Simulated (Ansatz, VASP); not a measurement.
## Nb2H in VASP and in Ansatz

File INCAR:

```
SYSTEM = Nb2H
ALGO = Normal
DIPOL = 0.5 0.5 0.500
EDIFF = 1E-6
ENCUT = 400
GGA = PE
GGA_COMPAT = .FALSE.
IDIPOL = 3
ISIF = 2
ISMEAR = 0
IVDW = 12
LASPH = .TRUE.
LCHARG = .FALSE.
LDIPOL = .TRUE.
LREAL = .FALSE.
LWAVE = .FALSE.
NBANDS = 36
NELM = 120
NELMDL = -8
PREC = Accurate
SIGMA = 0.1
```

File KPOINTS:

```
k-points
0
G
  6 6 1
  0 0 0
```

The input POSCAR:

```
Nb2H
1.0
    2.5118644100      0.0000000000      0.0000000000
   -1.2559322000      2.1753383900      0.0000000000
    0.0000000000      0.0000000000     22.0000000000
Nb H
4 2
Direct
    0.3333333300      0.6666666700      0.3399807400
    0.6666666700      0.3333333300      0.4263636400
    0.3333333300      0.6666666700      0.6600192600
    0.6666666700      0.3333333300      0.5736363600
    0.0000000000      0.0000000000      0.3831721900
    0.0000000000      0.0000000000      0.6168278100
```

Input for Ansatz:

```yaml
crystal:
  lattice:
    - [2.51186441, 0.0, 0.0]
    - [-1.2559322, 2.17533839, 0.0]
    - [0.0, 0.0, 22.0]
  atoms:
    - { symbol: Nb, position: [0.33333333, 0.66666667, 0.33998074] }
    - { symbol: Nb, position: [0.66666667, 0.33333333, 0.42636364] }
    - { symbol: Nb, position: [0.33333333, 0.66666667, 0.66001926] }
    - { symbol: Nb, position: [0.66666667, 0.33333333, 0.57363636] }
    - { symbol: H, position: [0.0, 0.0, 0.38317219] }
    - { symbol: H, position: [0.0, 0.0, 0.61682781] }
  periodic: [true, true, false]
basis:
  ecutwfc: 420
kpoints:
  mp_grid: { grid: [6, 6, 1] }
hamiltonian:
  xc: pbe
  dispersion: d3bj
scf:
  occupations: { method: gaussian, width: 0.1 }
  lower_state_search: "off"
output:
  forces: true
  stress: true
  eigenvalues: true
```

Alike in both runs: task single point; functional PBE; dispersion D3(BJ); k mesh 6 × 6 × 1; occupations gaussian, width 0.1 eV; no spin polarisation.

|  | VASP | Ansatz |
| --- | --- | --- |
| version | VASP 6.6.1 | Ansatz 0.2.0 |
| potentials or method | VASP PAW PBE potentials, release 64 (Nb_sv, H), cutoff 400 eV | scalar-relativistic, plane waves, PAW |
| valence electrons in the cell | 54 | 54 |

VASP gave:

* gap on the k mesh at the Fermi level (eV): none
* rms of the force components (eV/Å): 7.445

What did Ansatz give for the same quantities?

gap on the k mesh at the Fermi level (eV): none; rms of the force components (eV/Å): 7.404.

Atom by atom the forces differ by 0.041 eV/Å (rms over components). A gap of «none» marks a metal or a gap that the smearing closes. Ansatz's warnings: slab cell height set.

The k mesh is coarse, so the values compare programs but aren't converged. Noted on VASP's run: the cell as given lies far from equilibrium.
